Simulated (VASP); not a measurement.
# Sc (P6_3/mmc) in VASP: further runs, part 2 of 2

VASP 6.6.1. Earlier steps stand in the parts before.

**3. Relaxation of cell and atoms, PBEsol**

This run uses another cell than the first one, of 25.00 Å³/atom.

File INCAR:

```
PREC = Accurate
ENCUT = 500
EDIFF = 1E-7
ISMEAR = -1
SIGMA = 0.1
LREAL = F
LASPH = T
NELM = 120
ALGO = Normal
ISIF = 3
LWAVE = F
LCHARG = F
GGA = PS
IBRION = 2
NSW = 100
EDIFFG = -0.002
GGA_COMPAT = F
NELMIN = 4
```

File KPOINTS:

```
regular mesh
0
Gamma
  12 12 8
```

File POSCAR:

```
Sc
1.0
    3.3090000000      0.0000000000      0.0000000000
   -1.6545000000      2.8656780611      0.0000000000
    0.0000000000      0.0000000000      5.2733000000
Sc
2
Direct
    0.3333333333      0.6666666667      0.2500000000
    0.6666666667      0.3333333333      0.7500000000
```

Potentials or basis: VASP PAW PBE potentials, release 64 (Sc_sv).

Launch:

```
$ cat potpaw_PBE.64/Sc_sv/POTCAR > POTCAR
$ mpirun -np 1 vasp_std > vasp.out
```

OUTCAR:

```text
PREC = Accurate
   ENCUT = 500
   EDIFF = 1E-7
   ISMEAR = -1
   LREAL = F
   LASPH = T
   NELM = 120
   ISIF = 3
   GGA = PS
   IBRION = 2
   NSW = 100
   EDIFFG = -0.002
   NELMIN = 4

 ion  position               nearest neighbor table
   1  0.333  0.667  0.250-   2 3.26   2 3.26   2 3.26   2 3.26   2 3.26   2 3.26
   2  0.667  0.333  0.750-   1 3.26   1 3.26   1 3.26   1 3.26   1 3.26   1 3.26

  LATTYP: Found a hexagonal cell.
 ALAT       =     3.3090000000
 C/A-ratio  =     1.5936234512

  Lattice vectors:

 A1 = (   3.3090000000,   0.0000000000,   0.0000000000)
 A2 = (  -1.6545000000,   2.8656780611,   0.0000000000)
 A3 = (   0.0000000000,   0.0000000000,   5.2733000000)

Analysis of symmetry for initial positions (statically):
=====================================================================
 Subroutine PRICEL returns:
 Original cell was already a primitive cell.

 Routine SETGRP: Setting up the symmetry group for a
 hexagonal supercell.

 Subroutine GETGRP returns: Found 24 space group operations
 (whereof 12 operations were pure point group operations)
 out of a pool of 24 trial point group operations.

The static configuration has the point symmetry D_3d.
 The point group associated with its full space group is D_6h.

Analysis of symmetry for dynamics (positions and initial velocities):
=====================================================================
 Subroutine PRICEL returns:
 Original cell was already a primitive cell.

 Routine SETGRP: Setting up the symmetry group for a
[... 153 lines left out ...]
  free energy    TOTEN  =       -13.24931714 eV

  energy without entropy =      -13.12023462  energy(sigma->0) =      -13.18477588

 E-fermi :   3.4982     XC(G=0):  -9.9318

 val. band max:        3.4938720944   @ k =   0.4167   0.1667   0.3750
 cond. band min:       3.5051382010   @ k =   0.4167   0.1667   0.3750
 fundamental gap:      0.0112661066
 Fermi energy:         3.4982462075

 k-point     1 :       0.0000    0.0000    0.0000
  band No.  band energies     occupation
      1     -45.7461      2.00000
      2     -45.6836      2.00000
      3     -24.6477      2.00000
      4     -24.3147      2.00000
      5     -24.3147      2.00000
      6     -24.2573      2.00000
      7     -24.2573      2.00000
      8     -24.2458      2.00000
      9      -1.6182      2.00000
     10       1.8258      2.00000
     11       3.9236      0.02802
     12       5.0873      0.00000
     13       5.0873      0.00000
     14       5.1963      0.00000
[... 594 lines left out ...]
--------------------------------------- Ionic step        6  -------------------------------------------

 number of electron      22.0000006 magnetization

 Free energy of the ion-electron system (eV)
  ---------------------------------------------------
  ext. energy  EPLUGINS =         0.00000000
  ---------------------------------------------------
  free energy    TOTEN  =       -13.27495533 eV

  energy without entropy =      -13.15482649  energy(sigma->0) =      -13.21489091

 E-fermi :   3.7992     XC(G=0): -10.1481

 val. band max:        3.7898377914   @ k =   0.4167   0.1667   0.3750
 cond. band min:       3.8087061757   @ k =   0.2500   0.1667   0.3750
 fundamental gap:      0.0188683843
 Fermi energy:         3.7992196690

 k-point     1 :       0.0000    0.0000    0.0000
  band No.  band energies     occupation
      1     -45.3012      2.00000
      2     -45.2158      2.00000
      3     -24.2621      2.00000
      4     -23.8607      2.00000
      5     -23.8607      2.00000
      6     -23.7846      2.00000
      7     -23.7846      2.00000
      8     -23.7590      2.00000
      9      -1.4069      2.00000
     10       2.1021      2.00000
     11       4.5044      0.00173
     12       5.4387      0.00000
     13       5.4387      0.00000
     14       5.7046      0.00000
[... 444 lines left out ...]
  FREE ENERGIE OF THE ION-ELECTRON SYSTEM (eV)
  ---------------------------------------------------
  free  energy   TOTEN  =       -13.2749553329 eV

  energy  without entropy=      -13.1548264851  energy(sigma->0) =      -13.21489091

 reached required accuracy - stopping structural energy minimisation
```

OSZICAR:

```text
N       E                     dE             d eps       ncg     rms          rms(c)
DAV:   1     0.381271979553E+03    0.38127E+03   -0.10914E+04  2882   0.150E+03
DAV:   2     0.855431502647E+01   -0.37272E+03   -0.36684E+03  4005   0.655E+02
DAV:   3    -0.143601294522E+02   -0.22914E+02   -0.22384E+02  4734   0.187E+02
DAV:   4    -0.148345570156E+02   -0.47443E+00   -0.46262E+00  4274   0.239E+01
[... 49 lines left out ...]
       N       E                     dE             d eps       ncg     rms          rms(c)
DAV:   1    -0.132749585050E+02   -0.36899E-05   -0.52582E-04  3102   0.489E-01    0.151E-02
DAV:   2    -0.132749572866E+02    0.12184E-05   -0.38106E-05  4555   0.105E-01    0.949E-03
DAV:   3    -0.132749554212E+02    0.18654E-05   -0.69412E-06  5223   0.377E-02    0.142E-03
DAV:   4    -0.132749553329E+02    0.88269E-07   -0.34518E-07  2770   0.974E-03
   6 F= -.13274955E+02 E0= -.13214891E+02  d E =-.124469E-02
```

Run time: 5.3 min. Hardware: 1 thread of AMD EPYC 7R43 (Zen 3), shared host; peak memory 0.17 GiB.

What came out:

- Free energy: -13.2750 eV
- Relaxed volume: 23.72 Å³/atom
- Relaxed cell: a = 3.275 Å, b = 3.275 Å, c = 5.106 Å, α = 90.00°, β = 90.00°, γ = 120.00°
- Space group after relaxing (to 0.1 Å): P6_3/mmc (No. 194)
- Energy gained by relaxing: 12.8 meV/atom
- Ionic steps: 6
- Pressure after relaxing: 0.0 GPa
- Band gap on the k mesh: zero (bands 11 and 12 overlap by 1.54 eV)

The path:
```csv
step,energy change (eV),largest force (eV/Å),pressure (GPa),volume (Å³)
1,0.0000,0.0000,-2.70,50.00
2,-0.0239,0.0000,0.54,47.02
3,-0.0244,0.0000,0.12,47.37
4,-0.0254,0.0000,0.06,47.40
5,-0.0256,0.0000,0.02,47.43
6,-0.0256,0.0000,0.01,47.43
```

Final structure:
```xyz
2
Lattice="3.2752 0.0000 0.0000 -1.6376 2.8364 0.0000 0.0000 0.0000 5.1057" Properties=species:S:1:pos:R:3 pbc="T T T"
Sc    0.0000    1.8909    1.2764
Sc    1.6376    0.9455    3.8293
```

Caveat: the PAW data sets were made with another functional, which shifts forces and pressure a little.
